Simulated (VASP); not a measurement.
# CaO: single point with HSE06

Crystal: CaO.

```
Ca O
1.0
     3.01876    0.00000    0.00000
     0.00000    3.01876    0.00000
     0.00000    0.00000    3.01876
Ca O
1 1
Direct
  0.00000 0.00000 0.00000
  0.50000 0.50000 0.50000
```

This cell differs from its parent crystal: strain +4.0%.

- Program: VASP 6.6.1
- Task: single point
- Functional: HSE06
- Potentials or basis: VASP PAW PBE potentials, release 64 (Ca_sv, O)
- Cutoff: 520 eV
- k mesh: 6 × 6 × 6
- Occupations: gaussian, width 0.01 eV
- Spin: no spin polarisation

```yaml
Pressure: -10.1 GPa
Band_gap_on_the_k_mesh: 4.45 eV (least direct gap 4.80 eV)
```

Levels at points of the mesh, in eV from the valence-band top:
```tsv
k point	band 5	band 6	band 7	band 8	band 9	band 10	band 11	band 12
(0.00, 0.00, 0.00)	-17.69	-0.35	-0.35	-0.35	4.45	4.45	5.40	9.94
(0.50, 0.00, 0.00)	-16.74	-3.76	-0.70	-0.70	5.45	8.44	9.57	9.57
(0.50, 0.50, 0.00)	-17.05	-2.22	-2.22	0.00	5.30	6.11	8.13	8.13
(0.50, 0.50, 0.50)	-16.62	-3.17	-3.17	-3.17	9.27	9.27	9.27	11.45
```

Run time: 46 min on 1 thread of Intel Xeon 8259CL, on a shared host, peak memory 0.26 GiB.

Caveat: the cell differs from its parent crystal (strain +4.0%); the cell stands under tension; the PAW data sets were made with another functional, which shifts forces and pressure a little. A k mesh can miss the band edges.
